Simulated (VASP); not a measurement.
Write the native input for VASP 6.6.1 that does the following.

- Task: single point
- Functional: PBE
- Potentials or basis: VASP PAW PBE potentials, release 64 (B, O)
- Cutoff: 520 eV
- k mesh: 6 × 6 × 4
- Occupations: gaussian, width 0.1 eV
- Spin: no spin polarisation
- Dipole correction: no
- Further INCAR settings: ALGO = Normal; EDIFF = 1e-06; NBANDS = 36

The structure of B3O7 lies in POSCAR:

```
B3O7
1.0
    4.8292209089      0.0000000034      0.0000000000
   -2.4146104574      4.1822279859      0.0000000000
    0.0000000000      0.0000000000      5.4908184775
B O
3 7
Direct
    0.6666666667      0.3333333333      0.7530066070
    0.6666666667      0.3333333333      0.2469933930
    0.0000000000      0.0000000000      0.0000000000
    0.6666666667      0.3333333333      0.5000000000
    0.3318199634      0.1659099817      0.8416529908
    0.8340900183      0.1659099817      0.8416529908
    0.8340900183      0.6681800366      0.8416529908
    0.3318199634      0.1659099817      0.1583470092
    0.8340900183      0.1659099817      0.1583470092
    0.8340900183      0.6681800366      0.1583470092
```

One way to write it, as run:

INCAR

```
PREC     = Accurate       # precision mode
ENCUT    = 520            # plane-wave cutoff, eV
EDIFF    = 1E-6           # SCF threshold, eV
ISMEAR   = 0              # smearing method
SIGMA    = 0.1            # smearing width, eV
LREAL    = F              # projectors in reciprocal space
LASPH    = T              # aspherical terms in the spheres
NELM     = 100            # most SCF steps
ALGO     = Normal         # electronic algorithm
ISIF     = 2              # what is computed and relaxed
LWAVE    = F              # write WAVECAR
LCHARG   = F              # write CHGCAR
GGA      = PE             # functional
NBANDS   = 36             # bands
```

KPOINTS

```
regular mesh
0
Gamma
  6 6 4
```

Potentials or basis: VASP PAW PBE potentials, release 64 (B, O).

Run with:

```console
$ cat potpaw_PBE.64/B/POTCAR potpaw_PBE.64/O/POTCAR > POTCAR
$ mpirun -np 1 vasp_std > vasp.out
```

Results of the run:

```
Pressure      : 0.1 GPa
Largest force : 0.050 eV/Å
```

Caveat: an odd number of electrons without spin polarisation forces a metal; a magnetic or distorted state may lie lower.

Wall time 34 s on 1 thread of Intel(R) Xeon(R) 6975P-C (Granite Rapids), on a shared host, peak memory 0.23 GiB.
